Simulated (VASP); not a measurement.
SiO2:

```xyz
9
Lattice="5.0591 0.0000 0.0000 -2.5295 4.3813 0.0000 0.0000 0.0000 5.5410" Properties=species:S:1:pos:R:3 pbc="T T T"
Si    1.2648    2.1906    1.8470
Si   -1.2648    2.1906    3.6940
Si    2.5295    0.0000    0.0000
O    -0.9493    3.4689    4.6175
O     1.5803    0.9124    0.9235
O     0.0000    1.8247    2.7705
O     3.4788    0.9124    4.6175
O     0.9493    3.4689    0.9235
O     2.5295    2.5566    2.7705
```

Base run:

| Property | Result |
| --- | --- |
| Program | VASP 6.6.1 |
| Functional | r2SCAN |
| Potentials or basis | VASP PAW PBE potentials, release 64 (Si, O) |
| Cutoff | 520 eV |
| k mesh | 6 × 6 × 6 |
| Occupations | gaussian, width 0.01 eV |
| Spin | no spin polarisation |

Its results: band gap on the k mesh 6.30 eV (least direct gap 6.49 eV); pressure 0.2 GPa; largest force 0.011 eV/Å.

**Question.** The run is repeated on the same cell with these changes: functional from r2SCAN to PBE. What comes out?

**Answer.** Band gap on the k mesh 5.72 eV (least direct gap 5.91 eV); pressure 5.0 GPa; largest force 0.208 eV/Å.

Caveats: the PAW data sets were made with another functional, which shifts forces and pressure a little (at least some runs); the cell stands under pressure (at least some runs).

A k mesh can miss the band edges.
